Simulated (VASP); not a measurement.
Write the native input for VASP 6.6.1 that does the following.

| Property | Result |
| --- | --- |
| Task | single point |
| Functional | PBE |
| Potentials or basis | VASP PAW PBE potentials, release 64 (Zn, Se) |
| Cutoff | 520 eV |
| k mesh | 10 × 10 × 10 |
| Occupations | gaussian, width 0.05 eV |
| Spin | no spin polarisation |
| Dipole correction | no |
| Further INCAR settings | ALGO = Normal; EDIFF = 1e-06; NBANDS = 16 |

The structure of ZnSe lies in POSCAR:

```
ZnSe
1.0
    0.0000000000      2.5964985149      3.3754480693
    2.5964985149      0.0000000000      3.3754480693
    2.5964985149      2.5964985149      0.0000000000
Zn Se
1 1
Direct
    0.0000000000      0.0000000000      0.0000000000
    0.7500000000      0.7500000000      0.7500000000
```

This cell differs from its parent crystal: ratio of the length along z to the lengths across it x 1.3, volume and fractional coordinates fixed.

The input as run:

INCAR

```
SYSTEM = ZnSe
PREC = Accurate
ENCUT = 520
EDIFF = 1E-6
ISMEAR = 0
SIGMA = 0.05
LREAL = .False.
LASPH = .True.
NELM = 60
ALGO = Normal
ISIF = 2
LWAVE = .False.
LCHARG = .False.
GGA = PE
NBANDS = 16
```

KPOINTS

```
regular mesh
0
Gamma
  10 10 10
  0 0 0
```

Potentials or basis: VASP PAW PBE potentials, release 64 (Zn, Se).

Launch:

```console
$ cat potpaw_PBE.64/Zn/POTCAR potpaw_PBE.64/Se/POTCAR > POTCAR
$ mpirun -np 1 vasp_std > vasp.out
```

It gave:

The pressure is 1.3 GPa. The band gap on the k mesh is 0.34 eV (least direct gap 0.35 eV).

Caveat: the stress differs along the axes, from -8 to 6 GPa; semilocal functionals underestimate gaps, and a narrow one can read as zero.

It took 87 s on 1 thread of Intel Xeon 8259CL (shared host), peak memory 0.23 GiB.
